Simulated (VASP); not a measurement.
Crystal: Au.

```
CELL_PARAMETERS angstrom
2.65000 0.00000 0.00000
0.00000 2.65000 0.00000
0.00000 0.00000 2.65000
ATOMIC_POSITIONS crystal
Au 0.00000 0.00000 0.00000
```

This isn't the form of Au at room conditions, which is fcc.

- Program: VASP 6.6.1
- Task: relaxation of cell and atoms
- Functional: LDA
- Potentials or basis: VASP PAW LDA potentials, release 64 (Au)
- Cutoff: 500 eV
- k mesh: 17 × 17 × 17
- Occupations: fermi-dirac, width 0.05 eV
- Spin: no spin polarisation

At the start: pressure 3.7 GPa; volume 18.61 Å³/atom.

Task: Where does the relaxation end?

Result: Over 3 steps the energy falls by 5.2 meV/atom and the volume is 19.08 Å³/atom (+2.5 %); space group Pm-3m (No. 221, to 0.1 Å) before and after.

Step by step:
| step | energy change (eV) | largest force (eV/Å) | pressure (GPa) | volume (Å³) |
| --- | --- | --- | --- | --- |
| 1 | 0.0000 | 0.0000 | 3.72 | 18.61 |
| 2 | 0.0062 | 0.0000 | -4.84 | 19.80 |
| 3 | -0.0052 | 0.0000 | -0.03 | 19.08 |

Final structure:
```cif
data_structure
_symmetry_space_group_name_H-M 'P 1'
_symmetry_Int_Tables_number 1
_cell_length_a 2.6720
_cell_length_b 2.6720
_cell_length_c 2.6720
_cell_angle_alpha 90.000
_cell_angle_beta 90.000
_cell_angle_gamma 90.000
_cell_volume 19.08
loop_
_atom_site_label
_atom_site_type_symbol
_atom_site_fract_x
_atom_site_fract_y
_atom_site_fract_z
_atom_site_occupancy
Au1 Au 0.00000 0.00000 0.00000 1
```
